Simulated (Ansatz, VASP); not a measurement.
**Two plane-wave programs on LuH2**

File INCAR:

```
SYSTEM = LuH2
PREC     = Accurate       ! precision mode
ENCUT    = 600            ! plane-wave cutoff, eV
EDIFF    = 1E-7           ! SCF threshold, eV
ISMEAR   = -1             ! smearing method
SIGMA    = 0.15           ! smearing width, eV
LREAL    = .False.        ! projectors in reciprocal space
LASPH    = .True.         ! aspherical terms in the spheres
NELM     = 120            ! most SCF steps
ALGO     = Normal         ! electronic algorithm
ISIF     = 3              ! what is computed and relaxed
LWAVE    = .False.        ! write WAVECAR
LCHARG   = .False.        ! write CHGCAR
GGA      = PS             ! functional
IBRION   = 2              ! ionic algorithm
NSW      = 80             ! ionic steps
EDIFFG   = -0.001         ! ionic threshold
GGA_COMPAT= .False.      
NELMIN   = 4
```

File KPOINTS:

```
regular mesh
0
Gamma
  16 16 16
  0 0 0
```

File POSCAR:

```
LuH2
1.0
    0.0000000000      2.4793084035      2.4793084035
    2.4793084035      0.0000000000      2.4793084035
    2.4793084035      2.4793084035      0.0000000000
Lu H
1 2
Direct
    0.0000000000      0.0000000000      0.0000000000
    0.2500000000      0.2500000000      0.2500000000
    0.7500000000      0.7500000000      0.7500000000
```

Input for Ansatz:

```yaml
crystal:
  lattice:
    - [0.0, 2.4793084035, 2.4793084035]
    - [2.4793084035, 0.0, 2.4793084035]
    - [2.4793084035, 2.4793084035, 0.0]
  atoms:
    - { symbol: Lu, position: [0.0, 0.0, 0.0] }
    - { symbol: H, position: [0.25, 0.25, 0.25] }
    - { symbol: H, position: [0.75, 0.75, 0.75] }
basis:
  ecutwfc: 420
kpoints:
  mp_grid: { grid: [16, 16, 16] }
hamiltonian:
  xc: pbesol
scf:
  occupations: { method: fermi_dirac, width: 0.15 }
output:
  forces: true
  stress: true
  eigenvalues: true
  write_density: true
  write_potential: true
  elf: true
  volumetric_format: npy
relax:
  adjacent_minimum: "off"
  f_tol: 0.001
  max_steps: 60
  cell: { stress_tol: 0.01 }
```

Alike in both runs: task relaxation of cell and atoms; functional PBEsol; k mesh 16 × 16 × 16; occupations fermi-dirac, width 0.15 eV; no spin polarisation.

|  | VASP | Ansatz |
| --- | --- | --- |
| version | VASP 6.6.1 | Ansatz 0.2.0 |
| potentials or method | VASP PAW PBE potentials, release 64 (Lu, H), cutoff 600 eV | scalar-relativistic, plane waves, PAW |
| valence electrons in the cell | 27 | 27 |

```csv
,VASP,Ansatz,Ansatz less VASP
"gap on the k mesh at the Fermi level, each at its own relaxed structure (eV)",none,none,-
relaxed volume (Å³/atom),10.21,10.16,-0.047
relaxed length of the cell vector where the two differ most in proportion (Å),3.512,3.507,-0.0054
```

VASP's potentials were made for PBE, not for PBEsol. A gap of «none» marks a metal or a gap that the smearing closes.

Neither program's run includes spin-orbit coupling.
